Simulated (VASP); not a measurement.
# Bi2Se3 (P-1) in VASP: electric field gradients with PBEsol

Aim: the electric field gradients of Bi2Se3 with PBEsol.

Program: VASP 6.6.1. These are calculated values, not measurements. Logs are shortened: lines on timing, memory, paths and dates and some standing lists are left out, and cuts for length are marked.

**1. The cell of the first run**

The typed cell holds 5 atoms: a = 9.910 Å, b = 9.819 Å, c = 9.795 Å, α = 24.17°, β = 24.48°, γ = 24.24°.

**2. Electric field gradients, PBEsol (equal xy, yz and zx shear strains of +2 %)**

Contents of INCAR:

```
PREC = Accurate
ENCUT = 520
EDIFF = 1E-8
ISMEAR = -1
SIGMA = 0.03
LREAL = F
LASPH = T
NELM = 60
ALGO = Normal
ISIF = 2
LWAVE = F
LCHARG = F
GGA = PS
LEFG = T
NBANDS = 32
```

Contents of KPOINTS:

```
Automatic mesh
0
Gamma
  6 6 6
```

Contents of POSCAR:

```
Bi2Se3
1.0
    2.1789124036      1.3121489696      9.5780047997
   -1.9640861900      1.2707189836      9.5365748138
    0.0715336865     -2.2965080533      9.5214103865
Bi Se
2 3
Direct
    0.4008000000      0.4008000000      0.4008000000
    0.5992000000      0.5992000000      0.5992000000
    0.0000000000      0.0000000000      0.0000000000
    0.2117000000      0.2117000000      0.2117000000
    0.7883000000      0.7883000000      0.7883000000
```

Potentials or basis: VASP PAW PBE potentials, release 64 (Bi_d, Se).

On the command line:

```
cat potpaw_PBE.64/Bi_d/POTCAR potpaw_PBE.64/Se/POTCAR > POTCAR
mpirun -np 1 vasp_std > vasp.out
```

OUTCAR:

```text
PREC = Accurate
   ENCUT = 520
   EDIFF = 1E-8
   ISMEAR = -1
   LREAL = F
   LASPH = T
   NELM = 60
   ISIF = 2
   GGA = PS

 ion  position               nearest neighbor table
   1  0.401  0.401  0.401-   5 2.83   5 2.84   5 2.88   3 3.05   3 3.07   3 3.11
   2  0.599  0.599  0.599-   4 2.83   4 2.84   4 2.88   3 3.05   3 3.07   3 3.11
   3  0.000  0.000  0.000-   2 3.05   1 3.05   1 3.07   2 3.07   2 3.11   1 3.11
   4  0.212  0.212  0.212-   2 2.83   2 2.84   2 2.88
   5  0.788  0.788  0.788-   1 2.83   1 2.84   1 2.88

  LATTYP: Found a triclinic cell.
 ALAT       =     4.1071994077
 B/A-ratio  =     1.0088170701
 C/A-ratio  =     2.3847658486
 COS(alpha) =     0.0146781630
 COS(beta)  =     0.2036697513
 COS(gamma) =     0.4868514561

  Lattice vectors:

 A1 = (   2.0356198765,  -3.5672270369,  -0.0151644273)
 A2 = (   4.1429985936,   0.0414299860,   0.0414299859)
 A3 = (   0.0715336865,  -2.2965080533,   9.5214103865)

Analysis of symmetry for initial positions (statically):
=====================================================================
 Subroutine PRICEL returns:
 Original cell was already a primitive cell.

 Routine SETGRP: Setting up the symmetry group for a
 triclinic supercell.

 Subroutine GETGRP returns: Found  2 space group operations
 (whereof  2 operations were pure point group operations)
 out of a pool of  2 trial point group operations.

The static configuration has the point symmetry S_2 .

Analysis of symmetry for dynamics (positions and initial velocities):
=====================================================================
 Subroutine PRICEL returns:
 Original cell was already a primitive cell.

 Routine SETGRP: Setting up the symmetry group for a
 triclinic supercell.

 Subroutine GETGRP returns: Found  2 space group operations
 (whereof  2 operations were pure point group operations)
 out of a pool of  2 trial point group operations.

The dynamic configuration has the point symmetry S_2 .

 Subroutine INISYM returns: Found  2 space group operations
 (whereof  2 operations are pure point group operations),
 and found     1 'primitive' translations

----------------------------------------------------------------------------------------

                                     Primitive cell

  volume of cell :     141.8475

  direct lattice vectors                    reciprocal lattice vectors
     2.178912404  1.312148970  9.578004800     0.239693021  0.136647145  0.031157689
    -1.964086190  1.270718984  9.536574814    -0.243144729  0.141427716  0.035938261
     0.071533686 -2.296508053  9.521410386     0.002414243 -0.279112327  0.037688071

  length of vectors
     9.909973266  9.819298370  9.794708881     0.277661643  0.283571361  0.281655659

  position of ions in fractional coordinates (direct lattice)
     0.400800000  0.400800000  0.400800000
     0.599200000  0.599200000  0.599200000
     0.000000000  0.000000000  0.000000000
     0.211700000  0.211700000  0.211700000
     0.788300000  0.788300000  0.788300000

  ion indices of the primitive-cell ions
   primitive index   ion index
                 1           1
                 2           2
                 3           3
                 4           4
                 5           5

----------------------------------------------------------------------------------------

 KPOINTS: Automatic mesh

Automatic generation of k-mesh.
 Grid dimensions read from file:
 generate k-points for:    6    6    6

 Generating k-lattice:

  Cartesian coordinates                     Fractional coordinates (reciprocal lattice)
     0.039948837  0.022774524  0.005192948     0.166666667 -0.000000000  0.000000000
    -0.040524121  0.023571286  0.005989710    -0.000000000  0.166666667 -0.000000000
     0.000402374 -0.046518721  0.006281345     0.000000000  0.000000000  0.166666667

  Length of vectors
     0.046276940  0.047261893  0.046942610

  Shift w.r.t. Gamma in fractional coordinates (k-lattice)
     0.000000000  0.000000000  0.000000000

 Subroutine IBZKPT returns following result:
 ===========================================

 Found    112 irreducible k-points:

 Following reciprocal coordinates:
            Coordinates               Weight
  0.000000  0.000000  0.000000      1.000000
  0.166667  0.000000 -0.000000      2.000000
  0.333333  0.000000  0.000000      2.000000
  0.500000  0.000000  0.000000      1.000000
  0.000000  0.166667  0.000000      2.000000
  0.166667  0.166667 -0.000000      2.000000
[... 16 lines left out ...]
  0.333333  0.000000  0.166667      2.000000
  0.500000  0.000000  0.166667      2.000000
 [... further k-points ...]
   k-points           NKPTS =    112   k-points in BZ     NKDIM =    112   number of bands    NBANDS=     32
   number of dos      NEDOS =    301   number of ions     NIONS =      5
   total plane-waves  NPLWV = 512000
   dimension x,y,z NGX =    80 NGY =   80 NGZ =   80
   dimension x,y,z NGXF=   160 NGYF=  160 NGZF=  160
   ions per type =               2   3
   NGX,Y,Z   is equivalent  to a cutoff of  13.42, 13.54, 13.58 a.u.
   NGXF,Y,Z  is equivalent  to a cutoff of  26.84, 27.09, 27.16 a.u.
 SYSTEM =  unknown system
   PREC   = accura    normal or accurate (medium, high low for compatibility)
   ISTART =      0    job   : 0-new  1-cont  2-samecut
   ICHARG =      2    charge: 1-file 2-atom 10-const
   ISPIN  =      1    spin polarized calculation?
   LNONCOLLINEAR =      F non collinear calculations
   LSORBIT =      F    spin-orbit coupling
   LASPH  =      T    aspherical Exc in radial PAW
   ENCUT  =  520.0 eV  38.22 Ry    6.18 a.u.  18.43 18.26 18.21*2*pi/ulx,y,z
   NELM   =     60;   NELMIN=  2; NELMDL= -5     # of ELM steps
   EDIFF  = 0.1E-07   stopping-criterion for ELM
   LREAL  =      F    real-space projection
   EDIFFG = 0.1E-06   stopping-criterion for IOM
   NSW    =      0    number of steps for IOM
   IBRION =     -1    ionic relax: 0-MD 1-quasi-New 2-CG
   NFREE  =      0    steps in history (QN), initial steepest desc. (CG)
   ISIF   =      2    stress and relaxation
   ISYM   =      2    0-nonsym 1-usesym 2-fastsym
   POTIM  = 0.5000    time-step for ionic-motion
   TEBEG  =    0.0;   TEEND  =   0.0 temperature during run
   PSTRESS=    0.0 pullay stress
   NELECT =      48.0000    total number of electrons
   NUPDOWN=      -1.0000    fix difference up-down
   EMIN   =  10.00;   EMAX   =-10.00  energy-range for DOS
   EFERMI =   0.00;   METHOD = LEGACY
   ISMEAR =    -1;   SIGMA  =   0.03  broadening in eV -4-tet -1-fermi 0-gaus
   EFERMI_NEDOS =   21; number of points for ismear=-14 and -15
   IALGO  =     38    algorithm
   IMIX   =      4    mixing-type and parameters
     AMIX     =   0.40;   BMIX     =  1.00
     AMIX_MAG =   1.60;   BMIX_MAG =  1.00
  volume/ion in A,a.u.               =      28.37       191.45
  Fermi-wavevector in a.u.,A,eV,Ry     =   1.140814  2.155825 17.707378  1.301456
  Thomas-Fermi vector in A             =   2.277515
   LORBIT       =      0    0 simple, 1 ext, 2 COOP (PROOUT), +10 PAW based schemes
   GGA     = PS    functional components
   LHFCALC =     F    Hartree Fock is set to
   AEXX    =    0.0000 exact exchange contribution
   IVDW    =     0    specifies the selected vdW correction
   LEPSILON=     F    determine dielectric tensor
   LRPA    =     F    only Hartree local field effects (RPA)
 non-spin polarized calculation
  energy-cutoff  :      520.00
  volume of cell :      141.85
 maximum number of plane-waves:      3852
 NGX is ok and might be reduce to    80
   NGX = 37   NGY = 37   NGZ = 37

 number of electron      47.9999997 magnetization

 Free energy of the ion-electron system (eV)
  ---------------------------------------------------
  ext. energy  EPLUGINS =         0.00000000
  ---------------------------------------------------
  free energy    TOTEN  =       -22.03257764 eV

  energy without entropy =      -22.03239903  energy(sigma->0) =      -22.03248834

 E-fermi :   4.8925     XC(G=0):  -9.6828

 val. band max:        4.8253353724   @ k =   0.0000   0.0000   0.0000
 cond. band min:       4.9596956742   @ k =   0.0000   0.0000   0.0000
 fundamental gap:      0.1343603018
 Fermi energy:         4.8925153028

 k-point     1 :       0.0000    0.0000    0.0000
  band No.  band energies     occupation
      1     -18.2066      2.00000
      2     -18.2051      2.00000
      3     -18.2016      2.00000
      4     -18.2000      2.00000
      5     -18.1921      2.00000
      6     -18.1899      2.00000
[... 24 lines left out ...]
     31      10.5775      0.00000
     32      11.6035      0.00000

 k-point     2 :       0.1667    0.0000   -0.0000
  band No.  band energies     occupation
      1     -18.2102      2.00000
      2     -18.2081      2.00000
      3     -18.1968      2.00000
      4     -18.1952      2.00000
      5     -18.1891      2.00000
      6     -18.1868      2.00000
[... 24 lines left out ...]
     31       9.8294      0.00000
     32      10.7615      0.00000

 k-point     3 :       0.3333    0.0000    0.0000
  band No.  band energies     occupation
      1     -18.2195      2.00000
      2     -18.2157      2.00000
      3     -18.1945      2.00000
      4     -18.1920      2.00000
      5     -18.1892      2.00000
      6     -18.1887      2.00000
[... 24 lines left out ...]
     31       9.4264      0.00000
     32      11.0775      0.00000

 k-point     4 :       0.5000    0.0000    0.0000
  band No.  band energies     occupation
      1     -18.2248      2.00000
      2     -18.2200      2.00000
      3     -18.1975      2.00000
      4     -18.1922      2.00000
      5     -18.1918      2.00000
      6     -18.1877      2.00000
[... 654 lines left out ...]
     31      10.0217      0.00000
     32      10.6330      0.00000

 k-point    23 :       0.3333    0.0000    0.1667
  band No.  band energies     occupation
      1     -18.2109      2.00000
      2     -18.2080      2.00000
      3     -18.1965      2.00000
      4     -18.1953      2.00000
      5     -18.1895      2.00000
      6     -18.1891      2.00000
[... 24 lines left out ...]
     31       9.9186      0.00000
     32      10.0177      0.00000

 k-point    24 :       0.5000    0.0000    0.1667
  band No.  band energies     occupation
      1     -18.2169      2.00000
      2     -18.2132      2.00000
      3     -18.1969      2.00000
      4     -18.1935      2.00000
      5     -18.1917      2.00000
      6     -18.1884      2.00000
[... 24 lines left out ...]
     31       9.8057      0.00000
     32      10.5977      0.00000

 [... further k-points ...]

------------------------ aborting loop because EDIFF is reached ----------------------------------------

  FORCE on cell =-STRESS in cart. coord.  units (eV):
  Direction    XX          YY          ZZ          XY          YZ          ZX
  --------------------------------------------------------------------------------------
  -------------------------------------------------------------------------------------
  Total        0.2404519     -0.7209388     -0.1999691     -0.1677151     -1.0117879     -0.5479614
  in kB        2.7159209     -8.1430529     -2.2586646     -1.8943533    -11.4282135     -6.1892613
  external PRESSURE =      -2.5619322 kB  Pullay stress =       0.0000000 kB

 VOLUME and BASIS-vectors are now :
 -----------------------------------------------------------------------------
  energy-cutoff  :      520.00
  volume of cell :      141.85
      direct lattice vectors                 reciprocal lattice vectors
     2.178912404  1.312148970  9.578004800     0.239693021  0.136647145  0.031157689
    -1.964086190  1.270718984  9.536574814    -0.243144729  0.141427716  0.035938261
     0.071533686 -2.296508053  9.521410386     0.002414243 -0.279112327  0.037688071

 POSITION                                       TOTAL-FORCE (eV/Angst)
 -----------------------------------------------------------------------------------
      0.11477      0.11477     11.47730         0.036481      0.067707     -0.188233
      0.17159      0.17159     17.15869        -0.036481     -0.067707      0.188233
      0.00000      0.00000      0.00000         0.000000      0.000000      0.000000
      0.06062      0.06062      6.06224         0.084913      0.157665     -0.100907
      0.22574      0.22574     22.57375        -0.084913     -0.157665      0.100907
 -----------------------------------------------------------------------------------
    total drift:                                0.000000      0.000000     -0.000000

  FREE ENERGIE OF THE ION-ELECTRON SYSTEM (eV)
  ---------------------------------------------------
  free  energy   TOTEN  =       -22.0325776420 eV

  energy  without entropy=      -22.0323990285  energy(sigma->0) =      -22.03248834

 Electric field gradients (V/A^2)
---------------------------------------------------------------------
 ion       V_xx      V_yy      V_zz      V_xy      V_xz      V_yz
---------------------------------------------------------------------
   1     -24.294    20.555     3.740    -2.412    11.205    35.331
   2     -24.294    20.555     3.740    -2.412    11.205    35.331
   3     -35.814   -36.793    72.608     9.505     6.259     6.720
   4       5.583     7.103   -12.686     5.832     8.932     8.935
   5       5.583     7.103   -12.686     5.832     8.932     8.935
---------------------------------------------------------------------

 Electric field gradients after diagonalization (V/A^2)
 (convention: |V_zz| > |V_xx| > |V_yy|)
----------------------------------------------------------------------
 ion       V_xx      V_yy      V_zz     asymmetry (V_yy - V_xx)/ V_zz
----------------------------------------------------------------------
   1     -34.676   -14.145    48.821       0.421
   2     -34.676   -14.145    48.821       0.421
   3     -45.825   -27.624    73.449       0.248
   4      17.498     0.487   -17.985       0.946
   5      17.498     0.487   -17.985       0.946
----------------------------------------------------------------------

           NMR quadrupolar parameters

 Cq : quadrupolar parameter    Cq=e*Q*V_zz/h
 eta: asymmetry parameters     (V_yy - V_xx)/ V_zz
 Q  : nuclear electric quadrupole moment in mb (millibarn)
----------------------------------------------------------------------
 ion       Cq(MHz)       eta       Q (mb)
----------------------------------------------------------------------
   1       0.118       0.421       1.000
   2       0.118       0.421       1.000
   3       0.178       0.248       1.000
   4      -0.043       0.946       1.000
   5      -0.043       0.946       1.000
----------------------------------------------------------------------
```

Run time: 55 min. Hardware: 1 thread of Intel Xeon 8259CL, shared host; peak memory 1.2 GiB.

Results:

```yaml
Free_energy: -22.0326 eV
Pressure: -0.3 GPa
Largest_force: 0.206 eV/Å
Band_gap_on_the_k_mesh: 0.13 eV
Largest_electric_field_gradient_by_atom: Bi +48.8; Se +73.4, -18.0 (each value once) V/Å²
```

Forces in eV/Å, atoms in the order of the input:
```
Bi   0.036  0.068 -0.188
Bi  -0.036 -0.068  0.188
Se   0.000  0.000  0.000
Se   0.085  0.158 -0.101
Se  -0.085 -0.158  0.101
```

Levels at points of the mesh, in eV from the valence-band top:
```csv
k point,band 22,band 23,band 24,band 25,band 26,band 27
"(0.00, 0.00, 0.00)",-1.23,-1.16,0.00,0.13,1.31,1.42
"(0.50, 0.00, 0.00)",-2.12,-1.15,-0.50,0.90,1.98,2.96
"(0.00, 0.50, 0.00)",-2.17,-1.31,-0.60,0.65,1.85,2.82
"(0.50, 0.50, 0.00)",-1.86,-1.64,-1.09,1.23,1.83,2.60
"(0.00, 0.00, 0.50)",-2.21,-1.25,-0.53,0.73,1.91,2.88
"(0.50, 0.00, 0.50)",-1.93,-1.69,-1.03,1.21,1.85,2.55
"(0.00, 0.50, 0.50)",-1.85,-1.55,-0.89,1.38,2.03,2.63
"(0.50, 0.50, 0.50)",-1.41,-1.31,-0.47,0.57,1.61,1.76
```

Electric field gradients, principal values (V/Å²):
```csv
atom,least,middle,greatest (by size)
1 Bi,-14.145,-34.676,48.821
2 Bi,-14.145,-34.676,48.821
3 Se,-27.624,-45.825,73.449
4 Se,0.487,17.498,-17.985
5 Se,0.487,17.498,-17.985
```

Caveat: the cell differs from its parent crystal (equal xy, yz and zx shear strains of +2 %); without QUAD_EFG the Cq values of the log hold for a quadrupole moment of 1 mb, not for the nuclei; the PAW data sets were made with another functional, which shifts forces and pressure a little; spin-orbit coupling is left out, which moves the levels of the heavy elements. A k mesh can miss the band edges.
